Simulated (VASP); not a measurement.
# SiC (F-43m) in VASP: a series of runs

The runs below take SiC through relaxation of cell and atoms, single point, with LDA.

Program: VASP 6.6.1. These are calculated values, not measurements. Logs are shortened: lines on timing, memory, paths and dates and some standing lists are left out, and cuts for length are marked.

## (1) The cell of the first run

Symmetry: F-43m, No. 216, cubic system. Conventional cell: a = 4.329 Å, b = 4.329 Å, c = 4.329 Å, α = 90.00°, β = 90.00°, γ = 90.00°. Si (site symmetry -43m) has 4 C at 1.87 Å within 2.5 Å. Within 2.5 Å of C (site symmetry -43m) lie 4 Si at 1.87 Å.

## (2) Relaxation of cell and atoms, LDA, target pressure 15 GPa, at which the enthalpy is minimised

INCAR

```
SYSTEM = SiC
PREC = Accurate
ENCUT = 600
EDIFF = 1E-7
ISMEAR = 0
SIGMA = 0.01
LREAL = .FALSE.
LASPH = .TRUE.
NELM = 80
ALGO = Normal
ISIF = 3
LWAVE = .FALSE.
LCHARG = .FALSE.
GGA = CA
IBRION = 2
NSW = 100
EDIFFG = -0.002
PSTRESS = 150.0
```

KPOINTS

```
Automatic mesh
0
G
  10 10 10
  0 0 0
```

POSCAR

```
SiC
1.0
    0.0000000000      2.1644887827      2.1644887827
    2.1644887827      0.0000000000      2.1644887827
    2.1644887827      2.1644887827      0.0000000000
Si C
1 1
Direct
    0.0000000000      0.0000000000      0.0000000000
    0.7500000000      0.7500000000      0.7500000000
```

Potentials or basis: VASP PAW LDA potentials, release 64 (Si, C).

Started as:

```sh
$ cat potpaw_LDA.64/Si/POTCAR potpaw_LDA.64/C/POTCAR > POTCAR
$ mpirun -np 1 vasp_std > vasp.out
```

OUTCAR:

```text
SYSTEM = SiC
   PREC = Accurate
   ENCUT = 600
   EDIFF = 1E-7
   ISMEAR = 0
   LREAL = .FALSE.
   LASPH = .TRUE.
   NELM = 80
   ISIF = 3
   GGA = CA
   IBRION = 2
   NSW = 100
   EDIFFG = -0.002
   PSTRESS = 150.0

 ion  position               nearest neighbor table
   1  0.000  0.000  0.000-   2 1.87   2 1.87   2 1.87   2 1.87
   2  0.750  0.750  0.750-   1 1.87   1 1.87   1 1.87   1 1.87

  LATTYP: Found a face centered cubic cell.
 ALAT       =     4.3289775654

  Lattice vectors:

 A1 = (   0.0000000000,   2.1644887827,   2.1644887827)
 A2 = (   2.1644887827,   0.0000000000,   2.1644887827)
 A3 = (   2.1644887827,   2.1644887827,   0.0000000000)

Analysis of symmetry for initial positions (statically):
=====================================================================
 Subroutine PRICEL returns:
 Original cell was already a primitive cell.

 Routine SETGRP: Setting up the symmetry group for a
 face centered cubic supercell.

 Subroutine GETGRP returns: Found 24 space group operations
 (whereof 24 operations were pure point group operations)
 out of a pool of 48 trial point group operations.

The static configuration has the point symmetry T_d .

Analysis of symmetry for dynamics (positions and initial velocities):
=====================================================================
 Subroutine PRICEL returns:
 Original cell was already a primitive cell.

 Routine SETGRP: Setting up the symmetry group for a
 face centered cubic supercell.

 Subroutine GETGRP returns: Found 24 space group operations
 (whereof 24 operations were pure point group operations)
 out of a pool of 48 trial point group operations.

The dynamic configuration has the point symmetry T_d .

 Subroutine INISYM returns: Found 24 space group operations
 (whereof 24 operations are pure point group operations),
 and found     1 'primitive' translations

----------------------------------------------------------------------------------------

                                     Primitive cell

  volume of cell :      20.2813

  direct lattice vectors                    reciprocal lattice vectors
     0.000000000  2.164488783  2.164488783    -0.231001428  0.231001428  0.231001428
     2.164488783  0.000000000  2.164488783     0.231001428 -0.231001428  0.231001428
     2.164488783  2.164488783  0.000000000     0.231001428  0.231001428 -0.231001428

  length of vectors
     3.061049392  3.061049392  3.061049392     0.400106210  0.400106210  0.400106210

[... 85 lines left out ...]
   NFREE  =      1    steps in history (QN), initial steepest desc. (CG)
   ISIF   =      3    stress and relaxation
   ISYM   =      2    0-nonsym 1-usesym 2-fastsym
   POTIM  = 0.5000    time-step for ionic-motion
   TEBEG  =    0.0;   TEEND  =   0.0 temperature during run
   PSTRESS=  150.0 pullay stress
   NELECT =       8.0000    total number of electrons
   NUPDOWN=      -1.0000    fix difference up-down
   EMIN   =  10.00;   EMAX   =-10.00  energy-range for DOS
   EFERMI =   0.00;   METHOD = LEGACY
   ISMEAR =     0;   SIGMA  =   0.01  broadening in eV -4-tet -1-fermi 0-gaus
   EFERMI_NEDOS =   21; number of points for ismear=-14 and -15
   IALGO  =     38    algorithm
   IMIX   =      4    mixing-type and parameters
     AMIX     =   0.40;   BMIX     =  1.00
     AMIX_MAG =   1.60;   BMIX_MAG =  1.00
  volume/ion in A,a.u.               =      10.14        68.43
  Fermi-wavevector in a.u.,A,eV,Ry     =   1.200622  2.268846 19.612693  1.441492
  Thomas-Fermi vector in A             =   2.336453
   LORBIT       =      0    0 simple, 1 ext, 2 COOP (PROOUT), +10 PAW based schemes
   GGA     = CA    functional components
   LHFCALC =     F    Hartree Fock is set to
   AEXX    =    0.0000 exact exchange contribution
   IVDW    =     0    specifies the selected vdW correction
   LEPSILON=     F    determine dielectric tensor
   LRPA    =     F    only Hartree local field effects (RPA)
 conjugate gradient relaxation of ions
 non-spin polarized calculation
 Gauss-broadening in eV      SIGMA  =   0.01
  energy-cutoff  :      600.00
  volume of cell :       20.28
 maximum number of plane-waves:       700
   NGX = 13   NGY = 13   NGZ = 13

--------------------------------------- Ionic step        1  -------------------------------------------

 number of electron       8.0000000 magnetization

 Free energy of the ion-electron system (eV)
  ---------------------------------------------------
  ext. energy  EPLUGINS =         0.00000000
  ---------------------------------------------------
  free energy    TOTEN  =       -16.64462998 eV

  energy without entropy =      -16.64462998  energy(sigma->0) =      -16.64462998

------------------------ aborting loop because EDIFF is reached ----------------------------------------

  FORCE on cell =-STRESS in cart. coord.  units (eV):
  Direction    XX          YY          ZZ          XY          YZ          ZX
  --------------------------------------------------------------------------------------
  -------------------------------------------------------------------------------------
  Total        0.0315912      0.0315912      0.0315912      0.0000000     -0.0000000      0.0000000
  in kB        2.4956322      2.4956322      2.4956322      0.0000000     -0.0000000      0.0000000
  external PRESSURE =    -147.5043678 kB  Pullay stress =     150.0000000 kB
[... 25 lines left out ...]
--------------------------------------- Ionic step        2  -------------------------------------------

 number of electron       8.0000001 magnetization

 E-fermi :  10.0254     XC(G=0): -12.2443

 val. band max:        9.9613161264   @ k =   0.0000   0.0000   0.0000
 cond. band min:      11.1167816758   @ k =   0.5000   0.5000   0.0000
 fundamental gap:      1.1554655494
 Fermi energy:        10.0253524514

 k-point     1 :       0.0000    0.0000    0.0000
  band No.  band energies     occupation
      1      -6.6417      2.00000
      2       9.9613      2.00000
      3       9.9613      2.00000
      4       9.9613      2.00000
      5      18.1535      0.00000
      6      18.3354      0.00000
      7      18.3354      0.00000
      8      18.3354      0.00000
[... 328 lines left out ...]
--------------------------------------- Ionic step        4  -------------------------------------------

 number of electron       7.9999999 magnetization

 Free energy of the ion-electron system (eV)
  ---------------------------------------------------
  ext. energy  EPLUGINS =         0.00000000
  ---------------------------------------------------
  free energy    TOTEN  =       -16.59312191 eV

  energy without entropy =      -16.59312191  energy(sigma->0) =      -16.59312191

 E-fermi :   9.0577     XC(G=0): -11.8897

 val. band max:        8.9665024997   @ k =   0.0000   0.0000   0.0000
 cond. band min:      10.2021370254   @ k =   0.5000   0.5000   0.0000
 fundamental gap:      1.2356345257
 Fermi energy:         9.0576995328

 k-point     1 :       0.0000    0.0000    0.0000
  band No.  band energies     occupation
      1      -6.9672      2.00000
      2       8.9665      2.00000
      3       8.9665      2.00000
      4       8.9665      2.00000
      5      16.1801      0.00000
      6      16.7131      0.00000
      7      16.7131      0.00000
      8      16.7131      0.00000
[... 286 lines left out ...]
  energy  without entropy=      -16.5931219058  energy(sigma->0) =      -16.59312191

  enthalpy is  TOTEN    =       -14.8004351260 eV   P V=        1.7926867798

 reached required accuracy - stopping structural energy minimisation
```

Wall time 6.1 s (1 thread of Intel Xeon 6975P-C (Granite Rapids), shared host); peak memory 0.12 GiB.

What came out:

```yaml
Free_energy: -16.5931 eV
Relaxed_volume: 9.57 Å³/atom
Relaxed_cell: a = 3.003 Å, b = 3.003 Å, c = 3.003 Å, α = 60.00°, β = 60.00°, γ = 60.00°
Space_group_after_relaxing_to_0.05_Å: F-43m (No. 216)
Energy_change_on_relaxing_the_enthalpy_is_what_falls: +25.8 meV/atom
Ionic_steps: 4
Pressure_after_relaxing: 15.0 GPa
Band_gap_on_the_k_mesh: 1.24 eV, indirect (least direct gap 4.58 eV)
```

Step by step:
```
step  energy change (eV)  largest force (eV/Å)  pressure (GPa)  volume (Å³)
   1              0.0000                0.0000            0.25        20.28
   2              0.3062                0.0000           41.55        17.66
   3              0.0495                0.0000           14.66        19.17
   4              0.0515                0.0000           14.98        19.15
```

Final structure:
```
CELL_PARAMETERS angstrom
0.00000 2.12340 2.12340
2.12340 0.00000 2.12340
2.12340 2.12340 0.00000
ATOMIC_POSITIONS crystal
Si 0.00000 0.00000 0.00000
C 0.75000 0.75000 0.75000
```

Caveat: the cell is relaxed towards a set pressure, so the enthalpy falls and the energy may rise. LDA usually gives volumes a few per cent too small.

## (3) Single point, LDA

INCAR

```
PREC = Accurate
ENCUT = 520
EDIFF = 1E-7
ISMEAR = -1
SIGMA = 0.1
LREAL = F
LASPH = T
NELM = 100
ALGO = Normal
ISIF = 2
LWAVE = F
LCHARG = F
NBANDS = 11
```

KPOINTS

```
regular mesh
0
Gamma
  18 18 18
```

POSCAR is that of step 2.

Potentials or basis: VASP PAW LDA potentials, release 64 (Si, C).

Started as:

```sh
$ cat potpaw_LDA.64/Si/POTCAR potpaw_LDA.64/C/POTCAR > POTCAR
$ mpirun -np 1 vasp_std > vasp.out
```

OUTCAR:

```text
PREC = Accurate
   ENCUT = 520
   EDIFF = 1E-7
   ISMEAR = -1
   LREAL = F
   LASPH = T
   NELM = 100
   ISIF = 2

 ion  position               nearest neighbor table
   1  0.000  0.000  0.000-   2 1.87   2 1.87   2 1.87   2 1.87
   2  0.750  0.750  0.750-   1 1.87   1 1.87   1 1.87   1 1.87

  LATTYP: Found a face centered cubic cell.
 ALAT       =     4.3289775654

  Lattice vectors:

 A1 = (   0.0000000000,   2.1644887827,   2.1644887827)
 A2 = (   2.1644887827,   0.0000000000,   2.1644887827)
 A3 = (   2.1644887827,   2.1644887827,   0.0000000000)
[... 510 lines left out ...]
      6      16.1062      0.00000
      7      16.2874      0.00000
      8      17.5935      0.00000
      9      20.5795      0.00000
     10      22.0607      0.00000
     11      24.0285      0.00000

 [... further k-points ...]
[... 5 lines left out ...]
  --------------------------------------------------------------------------------------
  -------------------------------------------------------------------------------------
  Total        0.0513392      0.0513392      0.0513392     -0.0000000     -0.0000000     -0.0000000
  in kB        4.0556768      4.0556768      4.0556768     -0.0000000     -0.0000000     -0.0000000
  external PRESSURE =       4.0556768 kB  Pullay stress =       0.0000000 kB

 VOLUME and BASIS-vectors are now :
 -----------------------------------------------------------------------------
  energy-cutoff  :      520.00
  volume of cell :       20.28
      direct lattice vectors                 reciprocal lattice vectors
     0.000000000  2.164488783  2.164488783    -0.231001428  0.231001428  0.231001428
     2.164488783  0.000000000  2.164488783     0.231001428 -0.231001428  0.231001428
     2.164488783  2.164488783  0.000000000     0.231001428  0.231001428 -0.231001428

 POSITION                                       TOTAL-FORCE (eV/Angst)
 -----------------------------------------------------------------------------------
      0.00000      0.00000      0.00000        -0.000000      0.000000      0.000000
      3.24673      3.24673      3.24673         0.000000     -0.000000     -0.000000
 -----------------------------------------------------------------------------------
    total drift:                               -0.000000     -0.000000     -0.000000

  FREE ENERGIE OF THE ION-ELECTRON SYSTEM (eV)
  ---------------------------------------------------
  free  energy   TOTEN  =       -16.6426698611 eV

  energy  without entropy=      -16.6426491522  energy(sigma->0) =      -16.64265951
```

OSZICAR:

```text
N       E                     dE             d eps       ncg     rms          rms(c)
DAV:   1     0.127945676273E+01    0.12795E+01   -0.40123E+03  4450   0.617E+02
DAV:   2    -0.181624847799E+02   -0.19442E+02   -0.18445E+02  5397   0.110E+02
DAV:   3    -0.187365065936E+02   -0.57402E+00   -0.57309E+00  5262   0.156E+01
DAV:   4    -0.187388073447E+02   -0.23008E-02   -0.23006E-02  4894   0.128E+00
DAV:   5    -0.187388185060E+02   -0.11161E-04   -0.11161E-04  5285   0.808E-02    0.928E+00
DAV:   6    -0.167377931136E+02    0.20010E+01   -0.72614E+00  4842   0.120E+01    0.411E+00
DAV:   7    -0.166636890851E+02    0.74104E-01   -0.40845E-01  5151   0.368E+00    0.183E+00
DAV:   8    -0.166430899580E+02    0.20599E-01   -0.26994E-02  4995   0.990E-01    0.183E-01
DAV:   9    -0.166426561191E+02    0.43384E-03   -0.20524E-03  5333   0.245E-01    0.984E-02
DAV:  10    -0.166426698713E+02   -0.13752E-04   -0.12735E-04  4824   0.702E-02    0.334E-02
DAV:  11    -0.166426701311E+02   -0.25972E-06   -0.35423E-06  5194   0.116E-02    0.138E-02
DAV:  12    -0.166426698595E+02    0.27152E-06   -0.69728E-07  4836   0.406E-03    0.871E-04
DAV:  13    -0.166426698611E+02   -0.15689E-08   -0.38663E-08  2922   0.117E-03
   1 F= -.16642670E+02 E0= -.16642660E+02  d E =-.207089E-04
```

stdout:

```text
POSCAR found type information on POSCAR SiC
 POSCAR found :  2 types and       2 ions
 scaLAPACK will be used
 LDA part: xc-table for (Slater(with rela. corr.)+CA(PZ))
 , standard interpolation
 POSCAR, INCAR and KPOINTS ok, starting setup
 FFT: planning ... GRIDC
 FFT: planning ... GRID_SOFT
 FFT: planning ... GRID
 WAVECAR not read
 entering main loop
```

Run time: 21 s. Hardware: 1 thread of Intel Xeon Platinum 8259CL at 2.50GHz (Skylake/Cascade Lake), shared host; peak memory 0.15 GiB.

Results:

```
Free energy            : -16.6427 eV
Pressure               : 0.4 GPa
Band gap on the k mesh : 1.29 eV, indirect (least direct gap 4.52 eV)
```

A k mesh can miss the band edges. A hybrid or GW would open this gap; LDA tends to underestimate it.

## (4) Relaxation of cell and atoms, LDA

This run uses another cell than the first one, of 10.35 Å³/atom, 1.020 times its volume.

INCAR

```
SYSTEM = SiC
PREC = Accurate ; ENCUT = 600
EDIFF = 1E-6 ; ISMEAR = -1
SIGMA = 0.1 ; LREAL = .False.
LASPH = .True. ; NELM = 60
ALGO = Normal ; ISIF = 3
LWAVE = .False. ; LCHARG = .False.
IBRION = 2 ; NSW = 100
EDIFFG = -0.002
```

KPOINTS

```
regular mesh
0
Gamma
  18 18 18
  0 0 0
```

POSCAR

```
SiC
1.0
    0.0000000000      2.1790000000      2.1790000000
    2.1790000000      0.0000000000      2.1790000000
    2.1790000000      2.1790000000      0.0000000000
Si C
1 1
Direct
    0.0000000000      0.0000000000      0.0000000000
    0.7500000000      0.7500000000      0.7500000000
```

Started as:

```sh
$ cat potpaw_LDA.64/Si/POTCAR potpaw_LDA.64/C/POTCAR > POTCAR
$ mpirun -np 1 vasp_std > vasp.out
```

Wall time 65 s (1 thread of Intel Xeon Platinum 8259CL at 2.50GHz (Skylake/Cascade Lake), shared host); peak memory 0.17 GiB.

It converged, with:

| Quantity | Value |
| --- | --- |
| Free energy | -16.6453 eV |
| Relaxed volume | 10.15 Å³/atom |
| Relaxed cell | a = 3.062 Å, b = 3.062 Å, c = 3.062 Å, α = 60.00°, β = 60.00°, γ = 60.00° |
| Space group after relaxing (to 0.05 Å) | F-43m (No. 216) |
| Energy gained by relaxing | 2.6 meV/atom |
| Ionic steps | 3 |
| Pressure after relaxing | 0.0 GPa |
| Band gap on the k mesh | 1.29 eV, indirect (least direct gap 4.52 eV) |

The path:
```tsv
step	energy change (eV)	largest force (eV/Å)	pressure (GPa)	volume (Å³)
1	0.0000	0.0000	-4.18	20.69
2	0.0009	0.0000	4.83	19.89
3	-0.0052	0.0000	-0.02	20.30
```

Final structure:
```cif
data_structure
_symmetry_space_group_name_H-M 'P 1'
_symmetry_Int_Tables_number 1
_cell_length_a 3.0622
_cell_length_b 3.0622
_cell_length_c 3.0622
_cell_angle_alpha 60.000
_cell_angle_beta 60.000
_cell_angle_gamma 60.000
_cell_volume 20.30
loop_
_atom_site_label
_atom_site_type_symbol
_atom_site_fract_x
_atom_site_fract_y
_atom_site_fract_z
_atom_site_occupancy
Si1 Si 0.00000 0.00000 0.00000 1
C1 C 0.75000 0.75000 0.75000 1
```

Levels at points of the mesh, in eV from the valence-band top:
| k point | band 2 | band 3 | band 4 | band 5 | band 6 | band 7 |
| --- | --- | --- | --- | --- | --- | --- |
| (0.00, 0.00, 0.00) | 0.00 | 0.00 | 0.00 | 6.52 | 7.32 | 7.32 |
| (0.50, 0.00, 0.00) | -8.66 | -1.06 | -1.06 | 5.56 | 7.21 | 7.21 |
| (0.50, 0.50, 0.00) | -7.87 | -3.23 | -3.23 | 1.29 | 4.26 | 14.05 |

A k mesh can miss the band edges. LDA usually gives volumes a few per cent too small.

## (5) Summary

| task | cell | k mesh | cutoff (eV) | smearing | gap on the mesh (eV) | pressure (GPa) |
| --- | --- | --- | --- | --- | --- | --- |
| relaxation of cell and atoms | relaxed to 15 GPa from a = 3.061 Å, angles 60.0°, 2 atoms | 10 × 10 × 10 | 600 | gaussian 0.01 eV | 1.24 | 15.0 |
| single point | a = 3.061 Å, angles 60.0°, 2 atoms | 18 × 18 × 18 | 520 | fermi-dirac 0.1 eV | 1.29 | 0.4 |
| relaxation of cell and atoms | relaxed from a = 3.082 Å, angles 60.0°, 2 atoms | 18 × 18 × 18 | 600 | fermi-dirac 0.1 eV | 1.29 | 0.0 |

Alike in all rows: level LDA; potentials or basis VASP PAW LDA potentials, release 64 (Si, C); no spin polarisation.

Caveats: the cell is relaxed towards a set pressure, so the enthalpy falls and the energy may rise (some runs).

Absolute energies hang on the potentials; compare differences alone.
